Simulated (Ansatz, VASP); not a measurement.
# One calculation of As3Pt, two programs

```
CELL_PARAMETERS angstrom
4.12496 0.00000 0.00000
0.00000 4.12496 0.00000
0.00000 0.00000 4.12496
ATOMIC_POSITIONS crystal
As 0.00000 0.50000 0.50000
As 0.50000 0.00000 0.50000
As 0.50000 0.50000 0.00000
Pt 0.00000 0.00000 0.00000
```

Alike in both runs: functional r2SCAN; k mesh 4 × 4 × 4; occupations gaussian, width 0.1 eV; no spin polarisation.

Ansatz relaxed the structure, and its values are those at the end. VASP's run is a single point on that final structure, the one shown.

|  | VASP | Ansatz |
| --- | --- | --- |
| version | VASP 6.6.1 | Ansatz 0.2.0 |
| potentials or method | VASP PAW PBE potentials, release 64 (As, Pt), cutoff 520 eV | scalar-relativistic, plane waves, PAW |
| valence electrons in the cell | 25 | 63 |

|  | VASP | Ansatz | Ansatz less VASP |
| --- | --- | --- | --- |
| gap on the k mesh at the Fermi level (eV) | none | none | - |
| pressure (GPa) | 0.1 | 0.2 | +0.05 |

VASP's potentials were made for PBE, not for r2SCAN. A gap of «none» marks a metal or a gap that the smearing closes. VASP's potentials hold 25 valence electrons a cell and Ansatz's 63, so a difference there can come from the potentials and not from the codes.

The k mesh is coarse, so the values compare programs but aren't converged. Neither program's run includes spin-orbit coupling.
